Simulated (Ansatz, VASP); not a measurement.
This is a calculation of HfC for Ansatz 0.2.0.

The input input.yaml:

```yaml
crystal:
  lattice:
    - [0.0, 2.325, 2.325]
    - [2.325, 0.0, 2.325]
    - [2.325, 2.325, 0.0]
  atoms:
    - { symbol: Hf, position: [0.5, 0.5, 0.5] }
    - { symbol: C, position: [0.0, 0.0, 0.0] }
kpoints:
  mp_grid: { grid: [6, 6, 6] }
scf:
  occupations: { method: fermi_dirac, width: 0.02 }
hamiltonian:
  xc: pbe
  pseudopotentials: { kind: all_electron, lapw: { basis_error: 0.002 } }
output:
  forces: true
  stress: true
  eigenvalues: true
```

Potentials or basis: all-electron LAPW, scalar-relativistic.

Run with:

```console
$ ansatz run input.yaml --threads 1 --pin off --max-ram 3072MiB --backend cpu --events-out ev --progress --plain --runs-dir out
```

Problem. Set up the same calculation for VASP 6.6.1. Potentials there: VASP PAW PBE potentials, release 64 (Hf_pv, C).

Solution. As run (the cutoff follows the program's own potentials):

The input INCAR:

```
PREC = Accurate
ENCUT = 600
EDIFF = 1E-6
ISMEAR = -1
SIGMA = 0.02
LREAL = F
LASPH = T
NELM = 120
ALGO = Normal
ISIF = 2
LWAVE = F
LCHARG = F
GGA = PE
NBANDS = 14
GGA_COMPAT = F
```

Contents of KPOINTS:

```
regular mesh
0
Gamma
  6 6 6
```

POSCAR

```
HfC
1.0
    0.0000000000      2.3250000000      2.3250000000
    2.3250000000      0.0000000000      2.3250000000
    2.3250000000      2.3250000000      0.0000000000
Hf C
1 1
Direct
    0.5000000000      0.5000000000      0.5000000000
    0.0000000000      0.0000000000      0.0000000000
```

Potentials or basis: VASP PAW PBE potentials, release 64 (Hf_pv, C).

Run with:

```sh
$ cat potpaw_PBE.64/Hf_pv/POTCAR potpaw_PBE.64/C/POTCAR > POTCAR
$ mpirun -np 1 vasp_std > vasp.out
```

Both were run:

|  | VASP | Ansatz | Ansatz less VASP |
| --- | --- | --- | --- |
| gap on the k mesh at the Fermi level (eV) | none | none | - |
| pressure (GPa) | -0.6 | 0.2 | +0.82 |

A gap of «none» marks a metal or a gap that the smearing closes. Ansatz ran all-electron here, and VASP with PAW potentials.

The k mesh is coarse, so the values compare programs but aren't converged. Spin-orbit coupling is off throughout. Noted on Ansatz's run: the k mesh is thin for a metal, which can move the energy by tens of meV per atom.
